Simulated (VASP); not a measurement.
# BN (P3m1) in VASP: a series of runs

Runs on BN. Level: PBE. Tasks: single point.

Program: VASP 6.6.1. These are calculated values, not measurements. Logs are shortened: lines on timing, memory, paths and dates and some standing lists are left out, and cuts for length are marked.

### Step 1. The cell of the first run

It takes space group P3m1 (No. 156, trigonal). Conventional cell: a = 2.563 Å, b = 2.563 Å, c = 14.556 Å, α = 90.00°, β = 90.00°, γ = 120.00°. Within 2.1 Å of B (site symmetry 3m) lie 4 N at 1.57 Å. Within 2.1 Å of B (site symmetry 3m) lie 4 N at 1.57 Å. Within 2.1 Å of B (site symmetry 3m) lie 4 N at 1.57 Å. Within 2.1 Å of B (site symmetry 3m) lie 4 N at 1.57 Å. Within 2.1 Å of B (site symmetry 3m) lie 4 N at 1.57 Å. B (site symmetry 3m) has 3 N at 1.57 Å within 2.1 Å. Within 2.1 Å of N (site symmetry 3m) lie 4 B at 1.57 Å. N (site symmetry 3m) has 4 B at 1.57 Å within 2.1 Å.

### Step 2. Single point, PBE (the distance across one plane changed)

INCAR reads:

```
PREC = Accurate
ENCUT = 520
EDIFF = 1E-7
ISMEAR = 0
SIGMA = 0.05
LREAL = False
LASPH = True
NELM = 60
ALGO = Normal
ISIF = 2
LWAVE = False
LCHARG = False
GGA = PE
NBANDS = 36
```

KPOINTS reads:

```
Automatic mesh
0
Gamma
  10 10 2
```

POSCAR reads:

```
BN
1.0
    1.8123485118     -1.8123485118      0.0000000000
    1.8123485118      0.0000000000     -1.8123485118
    8.4040945858      8.4040945858      8.4040945858
B N
6 6
Direct
    1.0000000000      0.0000000000      0.3414181188
    0.3333333333      0.3333333333      0.1976510147
    0.6666666667      0.6666666667      0.4851852229
    1.0000000000      1.0000000000      0.7727194312
    0.3333333333      0.3333333333      0.6289523270
    0.6666666667      0.6666666667      0.0538839106
    0.6666666667      0.6666666667      0.3773598949
    0.0000000000      0.0000000000      0.2335927908
    0.3333333333      0.3333333333      0.5211269990
    0.6666666667      0.6666666667      0.8086612072
    0.0000000000      0.0000000000      0.6648941031
    0.3333333333      0.3333333333      0.0898256866
```

Potentials or basis: VASP PAW PBE potentials, release 64 (B, N).

The run is started by

```sh
> cat potpaw_PBE.64/B/POTCAR potpaw_PBE.64/N/POTCAR > POTCAR
> mpirun -np 1 vasp_std > vasp.out
```

OUTCAR:

```text
PREC = Accurate
   ENCUT = 520
   EDIFF = 1E-7
   ISMEAR = 0
   LREAL = False
   LASPH = True
   NELM = 60
   ISIF = 2
   GGA = PE

 ion  position               nearest neighbor table
   1  0.000  0.000  0.341-   8 1.57   7 1.57   7 1.57   7 1.57
   2  0.333  0.333  0.198-   8 1.57  12 1.57   8 1.57   8 1.57
   3  0.667  0.667  0.485-   7 1.57   9 1.57   9 1.57   9 1.57
   4  0.000  0.000  0.773-  10 1.57  10 1.57  10 1.57  11 1.57
   5  0.333  0.333  0.629-   9 1.57  11 1.57  11 1.57  11 1.57
   6  0.667  0.667  0.054-  12 1.57  12 1.57  12 1.57
   7  0.667  0.667  0.377-   3 1.57   1 1.57   1 1.57   1 1.57
   8  0.000  0.000  0.234-   1 1.57   2 1.57   2 1.57   2 1.57
   9  0.333  0.333  0.521-   5 1.57   3 1.57   3 1.57   3 1.57
  10  0.667  0.667  0.809-   4 1.57   4 1.57   4 1.57
  11  0.000  0.000  0.665-   5 1.57   4 1.57   5 1.57   5 1.57
  12  0.333  0.333  0.090-   6 1.57   6 1.57   6 1.57   2 1.57

  LATTYP: Found a hexagonal cell.
 ALAT       =     2.5630478451
 C/A-ratio  =     5.6793004633

  Lattice vectors:

 A1 = (  -1.8123485118,   0.0000000000,   1.8123485118)
 A2 = (   1.8123485118,  -1.8123485118,  -0.0000000000)
 A3 = (   8.4040945858,   8.4040945858,   8.4040945858)

Analysis of symmetry for initial positions (statically):
=====================================================================
 Subroutine PRICEL returns:
 Original cell was already a primitive cell.

 Routine SETGRP: Setting up the symmetry group for a
 hexagonal supercell.

 Subroutine GETGRP returns: Found  6 space group operations
 (whereof  6 operations were pure point group operations)
 out of a pool of 24 trial point group operations.

The static configuration has the point symmetry C_3v.

Analysis of symmetry for dynamics (positions and initial velocities):
=====================================================================
 Subroutine PRICEL returns:
 Original cell was already a primitive cell.

 Routine SETGRP: Setting up the symmetry group for a
 hexagonal supercell.

 Subroutine GETGRP returns: Found  6 space group operations
 (whereof  6 operations were pure point group operations)
 out of a pool of 24 trial point group operations.

The dynamic configuration has the point symmetry C_3v.

 Subroutine INISYM returns: Found  6 space group operations
 (whereof  6 operations are pure point group operations),
 and found     1 'primitive' translations

----------------------------------------------------------------------------------------

                                     Primitive cell

  volume of cell :      82.8124

  direct lattice vectors                    reciprocal lattice vectors
     1.812348512 -1.812348512  0.000000000     0.183923418 -0.367846836  0.183923418
     1.812348512  0.000000000 -1.812348512     0.183923418  0.183923418 -0.367846836
     8.404094586  8.404094586  8.404094586     0.039663206  0.039663206  0.039663206

  length of vectors
     2.563047845  2.563047845 14.556318814     0.450518526  0.450518526  0.068698688

  position of ions in fractional coordinates (direct lattice)
     0.000000000  0.000000000  0.341418119
     0.333333333  0.333333333  0.197651015
     0.666666667  0.666666667  0.485185223
     0.000000000  0.000000000  0.772719431
     0.333333333  0.333333333  0.628952327
     0.666666667  0.666666667  0.053883911
     0.666666667  0.666666667  0.377359895
     0.000000000  0.000000000  0.233592791
     0.333333333  0.333333333  0.521126999
     0.666666667  0.666666667  0.808661207
     0.000000000  0.000000000  0.664894103
     0.333333333  0.333333333  0.089825687

  ion indices of the primitive-cell ions
   primitive index   ion index
                 1           1
                 2           2
                 3           3
                 4           4
                 5           5
                 6           6
                 7           7
                 8           8
                 9           9
                10          10
                11          11
                12          12

----------------------------------------------------------------------------------------

 KPOINTS: Automatic mesh

Automatic generation of k-mesh.
 Grid dimensions read from file:
 generate k-points for:   10   10    2

 Generating k-lattice:

  Cartesian coordinates                     Fractional coordinates (reciprocal lattice)
     0.018392342 -0.036784684  0.018392342     0.100000000  0.000000000  0.000000000
     0.018392342  0.018392342 -0.036784684     0.000000000  0.100000000  0.000000000
     0.019831603  0.019831603  0.019831603     0.000000000  0.000000000  0.500000000

  Length of vectors
     0.045051853  0.045051853  0.034349344

  Shift w.r.t. Gamma in fractional coordinates (k-lattice)
     0.000000000  0.000000000  0.000000000

 Subroutine IBZKPT returns following result:
 ===========================================

 Found     28 irreducible k-points:

 Following reciprocal coordinates:
            Coordinates               Weight
  0.000000  0.000000  0.000000      1.000000
  0.100000  0.000000  0.000000      6.000000
  0.200000  0.000000  0.000000      6.000000
  0.300000  0.000000  0.000000      6.000000
  0.400000  0.000000  0.000000      6.000000
  0.500000  0.000000  0.000000      3.000000
[... 16 lines left out ...]
  0.400000  0.100000  0.500000     12.000000
  0.500000  0.100000  0.500000     12.000000
 [... further k-points ...]
   k-points           NKPTS =     28   k-points in BZ     NKDIM =     28   number of bands    NBANDS=     36
   number of dos      NEDOS =    301   number of ions     NIONS =     12
   total plane-waves  NPLWV =  43200
   dimension x,y,z NGX =    20 NGY =   20 NGZ =  108
   dimension x,y,z NGXF=    40 NGYF=   40 NGZF=  216
   ions per type =               6   6
   NGX,Y,Z   is equivalent  to a cutoff of  12.97, 12.97, 12.33 a.u.
   NGXF,Y,Z  is equivalent  to a cutoff of  25.95, 25.95, 24.67 a.u.
 SYSTEM =  unknown system
   PREC   = accura    normal or accurate (medium, high low for compatibility)
   ISTART =      0    job   : 0-new  1-cont  2-samecut
   ICHARG =      2    charge: 1-file 2-atom 10-const
   ISPIN  =      1    spin polarized calculation?
   LNONCOLLINEAR =      F non collinear calculations
   LSORBIT =      F    spin-orbit coupling
   LASPH  =      T    aspherical Exc in radial PAW
   ENCUT  =  520.0 eV  38.22 Ry    6.18 a.u.   4.77  4.77 27.07*2*pi/ulx,y,z
   NELM   =     60;   NELMIN=  2; NELMDL= -5     # of ELM steps
   EDIFF  = 0.1E-06   stopping-criterion for ELM
   LREAL  =      F    real-space projection
   EDIFFG = 0.1E-05   stopping-criterion for IOM
   NSW    =      0    number of steps for IOM
   IBRION =     -1    ionic relax: 0-MD 1-quasi-New 2-CG
   NFREE  =      0    steps in history (QN), initial steepest desc. (CG)
   ISIF   =      2    stress and relaxation
   ISYM   =      2    0-nonsym 1-usesym 2-fastsym
   POTIM  = 0.5000    time-step for ionic-motion
   TEBEG  =    0.0;   TEEND  =   0.0 temperature during run
   PSTRESS=    0.0 pullay stress
   NELECT =      48.0000    total number of electrons
   NUPDOWN=      -1.0000    fix difference up-down
   EMIN   =  10.00;   EMAX   =-10.00  energy-range for DOS
   EFERMI =   0.00;   METHOD = LEGACY
   ISMEAR =     0;   SIGMA  =   0.05  broadening in eV -4-tet -1-fermi 0-gaus
   EFERMI_NEDOS =   21; number of points for ismear=-14 and -15
   IALGO  =     38    algorithm
   IMIX   =      4    mixing-type and parameters
     AMIX     =   0.40;   BMIX     =  1.00
     AMIX_MAG =   1.60;   BMIX_MAG =  1.00
  volume/ion in A,a.u.               =       6.90        46.57
  Fermi-wavevector in a.u.,A,eV,Ry     =   1.364971  2.579421 25.349632  1.863145
  Thomas-Fermi vector in A             =   2.491240
   LORBIT       =      0    0 simple, 1 ext, 2 COOP (PROOUT), +10 PAW based schemes
   GGA     = PE    functional components
   LHFCALC =     F    Hartree Fock is set to
   AEXX    =    0.0000 exact exchange contribution
   IVDW    =     0    specifies the selected vdW correction
   LEPSILON=     F    determine dielectric tensor
   LRPA    =     F    only Hartree local field effects (RPA)
 non-spin polarized calculation
 Gauss-broadening in eV      SIGMA  =   0.05
  energy-cutoff  :      520.00
  volume of cell :       82.81
 maximum number of plane-waves:      2262
   NGX =  9   NGY =  9   NGZ = 55

 number of electron      48.0000001 magnetization

 Free energy of the ion-electron system (eV)
  ---------------------------------------------------
  ext. energy  EPLUGINS =         0.00000000
  ---------------------------------------------------
  free energy    TOTEN  =      -100.36891263 eV

  energy without entropy =     -100.36764318  energy(sigma->0) =     -100.36827791

 E-fermi :   7.1067     XC(G=0): -11.7806

 val. band max:        7.0823612943   @ k =   0.5000   0.0000   0.0000
 cond. band min:       7.1147348520   @ k =   0.5000   0.0000   0.5000
 fundamental gap:      0.0323735577
 Fermi energy:         7.1066514591

 k-point     1 :       0.0000    0.0000    0.0000
  band No.  band energies     occupation
      1     -15.6720      2.00000
      2     -14.6088      2.00000
      3     -13.6714      2.00000
      4     -12.6925      2.00000
      5     -11.5155      2.00000
      6      -9.1270      2.00000
[... 28 lines left out ...]
     35      14.8763      0.00000
     36      15.3605      0.00000

 k-point     2 :       0.1000    0.0000    0.0000
  band No.  band energies     occupation
      1     -15.4607      2.00000
      2     -14.4017      2.00000
      3     -13.4707      2.00000
      4     -12.5014      2.00000
      5     -11.3333      2.00000
      6      -8.9487      2.00000
[... 850 lines left out ...]
 k-point    24 :       0.5000    0.1000    0.5000
  band No.  band energies     occupation
      1     -11.9759      2.00000
      2     -11.2563      2.00000
      3     -10.6554      2.00000
      4      -9.9671      2.00000
      5      -9.0734      2.00000
      6      -6.6738      2.00000
[... 28 lines left out ...]
     35      16.6619      0.00000
     36      17.0105      0.00000

 [... further k-points ...]

------------------------ aborting loop because EDIFF is reached ----------------------------------------

  FORCE on cell =-STRESS in cart. coord.  units (eV):
  Direction    XX          YY          ZZ          XY          YZ          ZX
  --------------------------------------------------------------------------------------
  -------------------------------------------------------------------------------------
  Total       -2.0057032     -2.0057032     -2.0057032     -0.5720268     -0.5720268     -0.5720268
  in kB      -38.8044587    -38.8044587    -38.8044587    -11.0670374    -11.0670374    -11.0670374
  external PRESSURE =     -38.8044587 kB  Pullay stress =       0.0000000 kB

 VOLUME and BASIS-vectors are now :
 -----------------------------------------------------------------------------
  energy-cutoff  :      520.00
  volume of cell :       82.81
      direct lattice vectors                 reciprocal lattice vectors
     1.812348512 -1.812348512  0.000000000     0.183923418 -0.367846836  0.183923418
     1.812348512  0.000000000 -1.812348512     0.183923418  0.183923418 -0.367846836
     8.404094586  8.404094586  8.404094586     0.039663206  0.039663206  0.039663206

 POSITION                                       TOTAL-FORCE (eV/Angst)
 -----------------------------------------------------------------------------------
      2.86931      2.86931      2.86931         0.365921      0.365921      0.365921
      2.86931      1.05696      1.05696         0.507037      0.507037      0.507037
      6.49401      2.86931      2.86931         0.363341      0.363341      0.363341
      6.49401      6.49401      6.49401         2.185306      2.185306      2.185306
      6.49401      4.68166      4.68166         0.482471      0.482471      0.482471
      2.86931     -0.75539     -0.75539         0.673600      0.673600      0.673600
      5.58783      1.96314      1.96314        -0.356876     -0.356876     -0.356876
      1.96314      1.96314      1.96314        -0.385117     -0.385117     -0.385117
      5.58783      3.77548      3.77548        -0.380670     -0.380670     -0.380670
      9.21253      5.58783      5.58783        -1.262913     -1.262913     -1.262913
      5.58783      5.58783      5.58783        -0.711271     -0.711271     -0.711271
      1.96314      0.15079      0.15079        -1.480829     -1.480829     -1.480829
 -----------------------------------------------------------------------------------
    total drift:                                0.000135      0.000135      0.000135

  FREE ENERGIE OF THE ION-ELECTRON SYSTEM (eV)
  ---------------------------------------------------
  free  energy   TOTEN  =      -100.3689126334 eV

  energy  without entropy=     -100.3676431813  energy(sigma->0) =     -100.36827791
```

It took 2.1 min on 1 thread of Intel Xeon Platinum 8559C (Emerald Rapids), shared host; peak memory 0.21 GiB.

Results:

* Free energy: -100.3689 eV
* Pressure: -3.9 GPa
* Largest force: 3.785 eV/Å
* Band gap on the k mesh: zero (bands 24 and 25 overlap by 0.23 eV)

Forces on the atoms (eV/Å):
```
B    0.366  0.366  0.366
B    0.507  0.507  0.507
B    0.363  0.363  0.363
B    2.185  2.185  2.185
B    0.482  0.482  0.482
B    0.674  0.674  0.674
N   -0.357 -0.357 -0.357
N   -0.385 -0.385 -0.385
N   -0.381 -0.381 -0.381
N   -1.263 -1.263 -1.263
N   -0.711 -0.711 -0.711
N   -1.481 -1.481 -1.481
```

Stress tensor (GPa, compression positive):
```
-3.88 -1.11 -1.11
-1.11 -3.88 -1.11
-1.11 -1.11 -3.88
```

Levels at points of the mesh, in eV from the Fermi level:
| k point | band 22 | band 23 | band 24 | band 25 | band 26 | band 27 |
| --- | --- | --- | --- | --- | --- | --- |
| (0.00, 0.00, 0.00) | -0.93 | 0.10 | 0.21 | 0.21 | 6.17 | 6.17 |
| (0.50, 0.00, 0.00) | -4.12 | -2.18 | -0.55 | -0.02 | 2.71 | 4.03 |
| (0.00, 0.00, 0.50) | -1.20 | 0.21 | 0.21 | 0.27 | 6.17 | 6.17 |
| (0.50, 0.00, 0.50) | -4.12 | -2.18 | -0.58 | 0.01 | 2.70 | 4.02 |

Caveat: the cell differs from its parent crystal (the distance across one plane changed); the cell stands under tension; semilocal functionals underestimate gaps, and a narrow one can read as zero; forces of over 1 eV/Å act on the atoms, so gaps and moduli don't describe the material at rest.

### Step 3. Single point, PBE (the distance across one plane changed)

INCAR, as its differences from that of step 2:

```diff
@@ -11,4 +11,6 @@
 LWAVE = False
-LCHARG = False
+LCHARG = True
 GGA = PE
+LELF = True
+LVHAR = True
 NBANDS = 36
```

KPOINTS reads:

```
regular mesh
0
Gamma
  10 10 2
```

POSCAR reads:

```
BN
1.0
    1.8123485118     -1.8123485118      0.0000000000
    1.8123485118      0.0000000000     -1.8123485118
    8.9814448550      8.9814448550      8.9814448550
B N
6 6
Direct
    1.0000000000      0.0000000000      0.3194708881
    0.3333333333      0.3333333333      0.1849455015
    0.6666666667      0.6666666667      0.4539962747
    1.0000000000      1.0000000000      0.7230470478
    0.3333333333      0.3333333333      0.5885216612
    0.6666666667      0.6666666667      0.0504201149
    0.6666666667      0.6666666667      0.3531022347
    0.0000000000      0.0000000000      0.2185768481
    0.3333333333      0.3333333333      0.4876276213
    0.6666666667      0.6666666667      0.7566783945
    0.0000000000      0.0000000000      0.6221530079
    0.3333333333      0.3333333333      0.0840514615
```

Potentials or basis: VASP PAW PBE potentials, release 64 (B, N).

The run is started by

```sh
> cat potpaw_PBE.64/B/POTCAR potpaw_PBE.64/N/POTCAR > POTCAR
> mpirun -np 1 vasp_std > vasp.out
```

OUTCAR:

```text
PREC = Accurate
   ENCUT = 520
   EDIFF = 1E-7
   ISMEAR = 0
   LREAL = False
   LASPH = True
   NELM = 60
   ISIF = 2
   GGA = PE

 ion  position               nearest neighbor table
   1  0.000  0.000  0.319-   7 1.57   7 1.57   7 1.57   8 1.57
   2  0.333  0.333  0.185-   8 1.57   8 1.57   8 1.57  12 1.57
   3  0.667  0.667  0.454-   9 1.57   9 1.57   9 1.57   7 1.57
   4  0.000  0.000  0.723-  11 1.57  10 1.57  10 1.57  10 1.57
   5  0.333  0.333  0.589-   9 1.57  11 1.57  11 1.57  11 1.57
[... 1166 lines left out ...]

 VOLUME and BASIS-vectors are now :
 -----------------------------------------------------------------------------
  energy-cutoff  :      520.00
  volume of cell :       88.50
      direct lattice vectors                 reciprocal lattice vectors
     1.812348512 -1.812348512  0.000000000     0.183923418 -0.367846836  0.183923418
     1.812348512  0.000000000 -1.812348512     0.183923418  0.183923418 -0.367846836
     8.981444855  8.981444855  8.981444855     0.037113553  0.037113553  0.037113553

 POSITION                                       TOTAL-FORCE (eV/Angst)
 -----------------------------------------------------------------------------------
      2.86931      2.86931      2.86931         0.316622      0.316622      0.316622
      2.86931      1.05696      1.05696         0.466842      0.466842      0.466842
      6.49401      2.86931      2.86931         0.325674      0.325674      0.325674
      6.49401      6.49401      6.49401         1.905157      1.905157      1.905157
      6.49401      4.68166      4.68166         0.458029      0.458029      0.458029
      2.86931     -0.75539     -0.75539         0.672914      0.672914      0.672914
      5.58783      1.96314      1.96314        -0.310964     -0.310964     -0.310964
      1.96314      1.96314      1.96314        -0.316786     -0.316786     -0.316786
      5.58783      3.77548      3.77548        -0.351993     -0.351993     -0.351993
      9.21253      5.58783      5.58783        -1.323036     -1.323036     -1.323036
      5.58783      5.58783      5.58783        -0.743979     -0.743979     -0.743979
      1.96314      0.15079      0.15079        -1.098479     -1.098479     -1.098479
 -----------------------------------------------------------------------------------
    total drift:                               -0.000202     -0.000202     -0.000202

  FREE ENERGIE OF THE ION-ELECTRON SYSTEM (eV)
  ---------------------------------------------------
  free  energy   TOTEN  =       -99.9038366118 eV

  energy  without entropy=      -99.8943366802  energy(sigma->0) =      -99.89908665
```

OSZICAR:

```text
N       E                     dE             d eps       ncg     rms          rms(c)
DAV:   1     0.204836243870E+03    0.20484E+03   -0.25010E+04  2016   0.128E+03
DAV:   2    -0.941383694664E+02   -0.29897E+03   -0.28261E+03  2600   0.297E+02
DAV:   3    -0.108355049903E+03   -0.14217E+02   -0.14113E+02  2640   0.641E+01
[... 28 lines left out ...]
DAV:  32    -0.999038436726E+02    0.47156E-05   -0.37896E-06  2256   0.139E-02    0.376E-02
DAV:  33    -0.999038359442E+02    0.77284E-05   -0.31375E-07  2348   0.107E-02    0.357E-03
DAV:  34    -0.999038367318E+02   -0.78760E-06   -0.44793E-07  2368   0.458E-03    0.679E-03
DAV:  35    -0.999038366052E+02    0.12655E-06   -0.54897E-08  1532   0.216E-03    0.223E-03
DAV:  36    -0.999038366118E+02   -0.65816E-08   -0.97341E-09  1212   0.795E-04
   1 F= -.99903837E+02 E0= -.99899087E+02  d E =-.949993E-02
```

Wall time 2.9 min (1 thread of Intel Xeon Platinum 8559C (Emerald Rapids), shared host); peak memory 0.22 GiB.

Results:

* Free energy: -99.9038 eV
* Pressure: -2.7 GPa
* Largest force: 3.300 eV/Å
* Band gap on the k mesh: zero (bands 24 and 25 overlap by 0.34 eV)

Forces on the atoms (eV/Å):
```
B    0.317  0.317  0.317
B    0.467  0.467  0.467
B    0.326  0.326  0.326
B    1.905  1.905  1.905
B    0.458  0.458  0.458
B    0.673  0.673  0.673
N   -0.311 -0.311 -0.311
N   -0.317 -0.317 -0.317
N   -0.352 -0.352 -0.352
N   -1.323 -1.323 -1.323
N   -0.744 -0.744 -0.744
N   -1.098 -1.098 -1.098
```

Caveat: the cell differs from its parent crystal (the distance across one plane changed); semilocal functionals underestimate gaps, and a narrow one can read as zero; forces of over 1 eV/Å act on the atoms, so gaps and moduli don't describe the material at rest.

The gap in the log of VASP goes by the Fermi energy; the results here count the filled bands.